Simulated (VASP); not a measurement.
# Sc (Fm-3m) in VASP: notebook

Sc is run at these levels: LDA; tasks: single point.

Program: VASP 6.6.1. These are calculated values, not measurements. Logs are shortened: lines on timing, memory, paths and dates and some standing lists are left out, and cuts for length are marked.

### Step 1. The cell of the first run

The structure is cubic, space group Fm-3m (No. 225). Conventional cell: a = 4.520 Å, b = 4.520 Å, c = 4.520 Å, α = 90.00°, β = 90.00°, γ = 90.00°. Within 4.2 Å of Sc (site symmetry m-3m) lie 12 Sc at 3.20 Å.

### Step 2. Single point, LDA

Contents of INCAR:

```
PREC = Accurate
ENCUT = 520
EDIFF = 1E-6
ISMEAR = 0
SIGMA = 0.05
LREAL = False
LASPH = True
NELM = 100
ALGO = Normal
ISIF = 2
LWAVE = False
LCHARG = False
GGA = CA
NBANDS = 12
```

Contents of KPOINTS:

```
regular mesh
0
Gamma
  14 14 14
```

Contents of POSCAR:

```
Sc
1.0
    0.0000000000      2.2600000000      2.2600000000
    2.2600000000      0.0000000000      2.2600000000
    2.2600000000      2.2600000000      0.0000000000
Sc
1
Direct
    0.0000000000      0.0000000000      0.0000000000
```

Potentials or basis: VASP PAW LDA potentials, release 64 (Sc_sv).

Launch:

```console
> cat potpaw_LDA.64/Sc_sv/POTCAR > POTCAR
> mpirun -np 1 vasp_std > vasp.out
```

OUTCAR:

```text
PREC = Accurate
   ENCUT = 520
   EDIFF = 1E-6
   ISMEAR = 0
   LREAL = False
   LASPH = True
   NELM = 100
   ISIF = 2
   GGA = CA

 ion  position               nearest neighbor table
   1  0.000  0.000  0.000-

  LATTYP: Found a face centered cubic cell.
 ALAT       =     4.5200000000

  Lattice vectors:

 A1 = (   0.0000000000,   2.2600000000,   2.2600000000)
 A2 = (   2.2600000000,   0.0000000000,   2.2600000000)
 A3 = (   2.2600000000,   2.2600000000,   0.0000000000)

Analysis of symmetry for initial positions (statically):
=====================================================================
 Subroutine PRICEL returns:
 Original cell was already a primitive cell.

 Routine SETGRP: Setting up the symmetry group for a
 face centered cubic supercell.

 Subroutine GETGRP returns: Found 48 space group operations
 (whereof 48 operations were pure point group operations)
 out of a pool of 48 trial point group operations.

The static configuration has the point symmetry O_h .

Analysis of symmetry for dynamics (positions and initial velocities):
=====================================================================
 Subroutine PRICEL returns:
 Original cell was already a primitive cell.

 Routine SETGRP: Setting up the symmetry group for a
 face centered cubic supercell.

 Subroutine GETGRP returns: Found 48 space group operations
 (whereof 48 operations were pure point group operations)
 out of a pool of 48 trial point group operations.

The dynamic configuration has the point symmetry O_h .

 Subroutine INISYM returns: Found 48 space group operations
 (whereof 48 operations are pure point group operations),
 and found     1 'primitive' translations

----------------------------------------------------------------------------------------

                                     Primitive cell

  volume of cell :      23.0864

  direct lattice vectors                    reciprocal lattice vectors
     0.000000000  2.260000000  2.260000000    -0.221238938  0.221238938  0.221238938
     2.260000000  0.000000000  2.260000000     0.221238938 -0.221238938  0.221238938
     2.260000000  2.260000000  0.000000000     0.221238938  0.221238938 -0.221238938

  length of vectors
     3.196122651  3.196122651  3.196122651     0.383197081  0.383197081  0.383197081

  position of ions in fractional coordinates (direct lattice)
     0.000000000  0.000000000  0.000000000

  ion indices of the primitive-cell ions
   primitive index   ion index
                 1           1

----------------------------------------------------------------------------------------
[... 75 lines left out ...]
   NFREE  =      0    steps in history (QN), initial steepest desc. (CG)
   ISIF   =      2    stress and relaxation
   ISYM   =      2    0-nonsym 1-usesym 2-fastsym
   POTIM  = 0.5000    time-step for ionic-motion
   TEBEG  =    0.0;   TEEND  =   0.0 temperature during run
   PSTRESS=    0.0 pullay stress
   NELECT =      11.0000    total number of electrons
   NUPDOWN=      -1.0000    fix difference up-down
   EMIN   =  10.00;   EMAX   =-10.00  energy-range for DOS
   EFERMI =   0.00;   METHOD = LEGACY
   ISMEAR =     0;   SIGMA  =   0.05  broadening in eV -4-tet -1-fermi 0-gaus
   EFERMI_NEDOS =   21; number of points for ismear=-14 and -15
   IALGO  =     38    algorithm
   IMIX   =      4    mixing-type and parameters
     AMIX     =   0.40;   BMIX     =  1.00
     AMIX_MAG =   1.60;   BMIX_MAG =  1.00
  volume/ion in A,a.u.               =      23.09       155.79
  Fermi-wavevector in a.u.,A,eV,Ry     =   1.278657  2.416311 22.245021  1.634963
  Thomas-Fermi vector in A             =   2.411187
   LORBIT       =      0    0 simple, 1 ext, 2 COOP (PROOUT), +10 PAW based schemes
   GGA     = CA    functional components
   LHFCALC =     F    Hartree Fock is set to
   AEXX    =    0.0000 exact exchange contribution
   IVDW    =     0    specifies the selected vdW correction
   LEPSILON=     F    determine dielectric tensor
   LRPA    =     F    only Hartree local field effects (RPA)
 non-spin polarized calculation
 Gauss-broadening in eV      SIGMA  =   0.05
  energy-cutoff  :      520.00
  volume of cell :       23.09
 maximum number of plane-waves:       636
   NGX = 11   NGY = 11   NGZ = 11

 number of electron      11.0000000 magnetization

 Free energy of the ion-electron system (eV)
  ---------------------------------------------------
  ext. energy  EPLUGINS =         0.00000000
  ---------------------------------------------------
  free energy    TOTEN  =        -6.68316975 eV

  energy without entropy =       -6.68136814  energy(sigma->0) =       -6.68226895

 E-fermi :   3.9281     XC(G=0): -10.4120

 val. band max:        3.9218626898   @ k =  -0.3571   0.4286   0.2143
 cond. band min:       3.9311795712   @ k =   0.2857   0.2857   0.0000
 fundamental gap:      0.0093168815
 Fermi energy:         3.9280535872

 k-point     1 :       0.0000    0.0000    0.0000
  band No.  band energies     occupation
      1     -44.7500      2.00000
      2     -23.4568      2.00000
      3     -23.4568      2.00000
      4     -23.4568      2.00000
      5      -1.3442      2.00000
      6       5.5245      0.00000
      7       5.5245      0.00000
      8       5.5245      0.00000
      9       7.0213      0.00000
     10       7.0213      0.00000
     11      16.8783      0.00000
     12      20.4606      0.00000
[... 331 lines left out ...]
 k-point    24 :       0.2857    0.1429    0.0000
  band No.  band energies     occupation
      1     -44.7006      2.00000
      2     -23.7135      2.00000
      3     -23.5248      2.00000
      4     -23.5197      2.00000
      5       0.4694      2.00000
      6       4.4176      0.00000
      7       5.6036      0.00000
      8       6.0734      0.00000
      9       6.7213      0.00000
     10       7.4725      0.00000
     11      15.4694      0.00000
     12      17.7287      0.00000

 [... further k-points ...]
[... 5 lines left out ...]
  --------------------------------------------------------------------------------------
  -------------------------------------------------------------------------------------
  Total       -0.2469384     -0.2469384     -0.2469384      0.0000000      0.0000000     -0.0000000
  in kB      -17.1373621    -17.1373621    -17.1373621      0.0000000      0.0000000     -0.0000000
  external PRESSURE =     -17.1373621 kB  Pullay stress =       0.0000000 kB

 VOLUME and BASIS-vectors are now :
 -----------------------------------------------------------------------------
  energy-cutoff  :      520.00
  volume of cell :       23.09
      direct lattice vectors                 reciprocal lattice vectors
     0.000000000  2.260000000  2.260000000    -0.221238938  0.221238938  0.221238938
     2.260000000  0.000000000  2.260000000     0.221238938 -0.221238938  0.221238938
     2.260000000  2.260000000  0.000000000     0.221238938  0.221238938 -0.221238938

 POSITION                                       TOTAL-FORCE (eV/Angst)
 -----------------------------------------------------------------------------------
      0.00000      0.00000      0.00000         0.000000      0.000000      0.000000
 -----------------------------------------------------------------------------------
    total drift:                               -0.000000      0.000000     -0.000000

  FREE ENERGIE OF THE ION-ELECTRON SYSTEM (eV)
  ---------------------------------------------------
  free  energy   TOTEN  =        -6.6831697503 eV

  energy  without entropy=       -6.6813681427  energy(sigma->0) =       -6.68226895
```

OSZICAR:

```text
N       E                     dE             d eps       ncg     rms          rms(c)
DAV:   1     0.720507248580E+02    0.72051E+02   -0.50909E+03  2512   0.927E+02
DAV:   2    -0.581073168257E+01   -0.77861E+02   -0.76188E+02  2520   0.289E+02
DAV:   3    -0.731574654886E+01   -0.15050E+01   -0.14701E+01  3452   0.540E+01
DAV:   4    -0.733766198530E+01   -0.21915E-01   -0.21903E-01  3392   0.476E+00
DAV:   5    -0.733785126126E+01   -0.18928E-03   -0.18927E-03  3272   0.368E-01    0.566E+00
DAV:   6    -0.676182454698E+01    0.57603E+00   -0.86901E-01  3784   0.140E+01    0.164E+00
DAV:   7    -0.668928889429E+01    0.72536E-01   -0.13989E-01  3968   0.528E+00    0.481E-01
DAV:   8    -0.668333332599E+01    0.59556E-02   -0.99908E-03  2760   0.145E+00    0.117E-01
DAV:   9    -0.668316345497E+01    0.16987E-03   -0.77167E-04  3864   0.437E-01    0.196E-02
DAV:  10    -0.668316981784E+01   -0.63629E-05   -0.22172E-05  3856   0.591E-02    0.278E-03
DAV:  11    -0.668316975026E+01    0.67575E-07   -0.38734E-07  1648   0.104E-02
   1 F= -.66831698E+01 E0= -.66822689E+01  d E =-.180161E-02
```

stdout:

```text
POSCAR found type information on POSCAR Sc
 POSCAR found :  1 types and       1 ions
 scaLAPACK will be used
 LDA part: xc-table for (Slater(with rela. corr.)+CA(PZ))
 , standard interpolation
 POSCAR, INCAR and KPOINTS ok, starting setup
 FFT: planning ... GRIDC
 FFT: planning ... GRID_SOFT
 FFT: planning ... GRID
 WAVECAR not read
 entering main loop
```

It took 14 s on 1 thread of AMD EPYC 9R14 (Zen 4), shared host; peak memory 0.11 GiB.

Results:

```
Free energy : -6.6832 eV
Pressure    : -1.7 GPa
```

### Step 3. Single point, LDA

This run uses another cell than the first one, of 24.47 Å³/atom, 1.060 times its volume.

Contents of INCAR:

```
PREC     = Accurate       # precision mode
ENCUT    = 520            # plane-wave cutoff, eV
EDIFF    = 1E-6           # SCF threshold, eV
ISMEAR   = 0              # smearing method
SIGMA    = 0.05           # smearing width, eV
LREAL    = False          # projectors in reciprocal space
LASPH    = True           # aspherical terms in the spheres
NELM     = 100            # most SCF steps
ALGO     = Fast           # electronic algorithm
ISIF     = 2              # what is computed and relaxed
LWAVE    = False          # write WAVECAR
LCHARG   = False          # write CHGCAR
NBANDS   = 12             # bands
```

Contents of KPOINTS:

```
Automatic mesh
0
Gamma
  14 14 14
```

Contents of POSCAR:

```
Sc
1.0
    0.0000000000      2.3043249787      2.3043249787
    2.3043249787      0.0000000000      2.3043249787
    2.3043249787      2.3043249787      0.0000000000
Sc
1
Direct
    0.0000000000      0.0000000000      0.0000000000
```

Potentials or basis: VASP PAW LDA potentials, release 64 (Sc_sv).

Launch:

```console
> cat potpaw_LDA.64/Sc_sv/POTCAR > POTCAR
> mpirun -np 1 vasp_std > vasp.out
```

OUTCAR:

```text
PREC = Accurate
   ENCUT = 520
   EDIFF = 1E-6
   ISMEAR = 0
   LREAL = False
   LASPH = True
   NELM = 100
   ISIF = 2

 ion  position               nearest neighbor table
   1  0.000  0.000  0.000-

  LATTYP: Found a face centered cubic cell.
 ALAT       =     4.6086499574

  Lattice vectors:

 A1 = (   0.0000000000,   2.3043249787,   2.3043249787)
 A2 = (   2.3043249787,   0.0000000000,   2.3043249787)
 A3 = (   2.3043249787,   2.3043249787,   0.0000000000)

Analysis of symmetry for initial positions (statically):
[... 531 lines left out ...]
      6       4.0662      0.00000
      7       5.1758      0.00000
      8       5.6056      0.00000
      9       6.2045      0.00000
     10       6.8988      0.00000
     11      14.5475      0.00000
     12      16.9104      0.00000

 [... further k-points ...]
[... 5 lines left out ...]
  --------------------------------------------------------------------------------------
  -------------------------------------------------------------------------------------
  Total       -0.6986136     -0.6986136     -0.6986136      0.0000000      0.0000000      0.0000000
  in kB      -45.7389769    -45.7389769    -45.7389769      0.0000000      0.0000000      0.0000000
  external PRESSURE =     -45.7389769 kB  Pullay stress =       0.0000000 kB

 VOLUME and BASIS-vectors are now :
 -----------------------------------------------------------------------------
  energy-cutoff  :      520.00
  volume of cell :       24.47
      direct lattice vectors                 reciprocal lattice vectors
     0.000000000  2.304324979  2.304324979    -0.216983283  0.216983283  0.216983283
     2.304324979  0.000000000  2.304324979     0.216983283 -0.216983283  0.216983283
     2.304324979  2.304324979  0.000000000     0.216983283  0.216983283 -0.216983283

 POSITION                                       TOTAL-FORCE (eV/Angst)
 -----------------------------------------------------------------------------------
      0.00000      0.00000      0.00000         0.000000      0.000000      0.000000
 -----------------------------------------------------------------------------------
    total drift:                                0.000000     -0.000000     -0.000000

  FREE ENERGIE OF THE ION-ELECTRON SYSTEM (eV)
  ---------------------------------------------------
  free  energy   TOTEN  =        -6.6560822444 eV

  energy  without entropy=       -6.6543487393  energy(sigma->0) =       -6.65521549
```

stdout:

```text
POSCAR found type information on POSCAR Sc
 POSCAR found :  1 types and       1 ions
 scaLAPACK will be used
 LDA part: xc-table for (Slater(with rela. corr.)+CA(PZ))
 , standard interpolation
 POSCAR, INCAR and KPOINTS ok, starting setup
 FFT: planning ... GRIDC
 FFT: planning ... GRID_SOFT
 FFT: planning ... GRID
 WAVECAR not read
 entering main loop
```

Wall time 17 s (1 thread of AMD EPYC 9R14 (Zen 4), shared host); peak memory 0.12 GiB.

Results:

```
Free energy : -6.6561 eV
Pressure    : -4.6 GPa
```
